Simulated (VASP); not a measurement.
Write the native input for VASP 6.6.1 that does the following.

```
Task                   : relaxation of cell and atoms
Functional             : PBE
Potentials or basis    : VASP PAW PBE potentials, release 64 (In_d, Sb, N)
Cutoff                 : 600 eV
k mesh                 : 6 × 6 × 4
Occupations            : gaussian, width 0.1 eV
Spin                   : no spin polarisation
Dipole correction      : no
Further INCAR settings : ALGO = Normal; EDIFF = 1e-06; IBRION = 2; EDIFFG = -0.04; NSW = 90; ISIF = 3
```

The structure of In2SbN lies in POSCAR:

```
In2SbN
1.0
    4.0665597200      0.0000000000      0.0000000000
   -2.0332798600      3.5217440200      0.0000000000
    0.0000000000      0.0000000000      5.3359266000
In Sb N
2 1 1
Direct
    0.0000000000      0.0000000000      0.7468175900
    0.0000000000      0.0000000000      0.2531824100
    0.6666666700      0.3333333300      0.5000000000
    0.3333333300      0.6666666700      0.0000000000
```

The cell was built from a structure type or drawn by symmetry, and may not be a known phase.

One way to write it, as run:

INCAR

```
SYSTEM = In2SbN
ALGO     = Normal         ! electronic algorithm
EDIFF    = 1E-6           ! SCF threshold, eV
EDIFFG   = -0.04          ! ionic threshold
ENCUT    = 600            ! plane-wave cutoff, eV
GGA      = PE             ! functional
IBRION   = 2              ! ionic algorithm
ISIF     = 3              ! what is computed and relaxed
ISMEAR   = 0              ! smearing method
LASPH    = .True.         ! aspherical terms in the spheres
LCHARG   = .False.        ! write CHGCAR
LREAL    = .False.        ! projectors in reciprocal space
LWAVE    = .False.        ! write WAVECAR
NELM     = 60             ! most SCF steps
NSW      = 90             ! ionic steps
PREC     = Accurate       ! precision mode
SIGMA    = 0.1            ! smearing width, eV
```

KPOINTS

```
k-points
0
Gamma
  6 6 4
  0 0 0
```

Potentials or basis: VASP PAW PBE potentials, release 64 (In_d, Sb, N).

The run is started by

```sh
$ cat potpaw_PBE.64/In_d/POTCAR potpaw_PBE.64/Sb/POTCAR potpaw_PBE.64/N/POTCAR > POTCAR
$ mpirun -np 1 vasp_std > vasp.out
```

Results of the run:

* Relaxed volume: 20.20 Å³/atom
* Relaxed cell: a = 3.422 Å, b = 3.422 Å, c = 7.968 Å, α = 90.00°, β = 90.00°, γ = 120.00°
* Space group after relaxing (to 0.1 Å): P-6m2 (No. 187)
* Energy gained by relaxing: 889.0 meV/atom
* Ionic steps: 15
* Pressure after relaxing: 0.2 GPa
* Largest force after relaxing: 0.030 eV/Å
* Band gap on the k mesh: zero (bands 18 and 19 overlap by 4.48 eV)

Caveat: a cell axis changed by over 15 % at a fixed basis, so the end point is rough; spin-orbit coupling is left out, which moves the levels of the heavy elements.

It took 4.3 min on 1 thread of Intel(R) Xeon(R) 6975P-C (Granite Rapids), with other jobs on the host, peak memory 0.25 GiB.
